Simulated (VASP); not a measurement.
Runs of VASP 6.6.1 on Ca. The structure is that of space group Fm-3m (No. 225), or close to it. The cells are those of the table. 

```csv
cell,gap on the mesh (eV),pressure (GPa)
"a = 3.833 Å, angles 60.0°, 1 atom",none,0.4
"a = 3.923, b = 3.923, c = 3.833 Å, angles 60.8, 60.8, 58.5°, 1 atom",none,(b)
"a = 4.011, b = 4.011, c = 3.952 Å, angles 60.5, 60.5, 59.0°, 1 atom",none,-1.6
"a = 3.863, b = 3.863, c = 3.833 Å, angles 60.3, 60.3, 59.5°, 1 atom",none,(a)
"a = 3.893, b = 3.893, c = 3.833 Å, angles 60.5, 60.5, 59.0°, 1 atom",none,-0.2
```

Alike in all rows: task single point; level PBEsol; potentials or basis VASP PAW PBE potentials, release 64 (Ca_sv); no spin polarisation; k mesh 14 × 14 × 14; cutoff (eV) 520; smearing gaussian 0.15 eV.

Fill in the values left out.

(a) 0.1; (b) -0.5.

Caveats: the PAW data sets were made with another functional, which shifts forces and pressure a little.

A gap of «none» marks levels without a gap at the run's occupations.
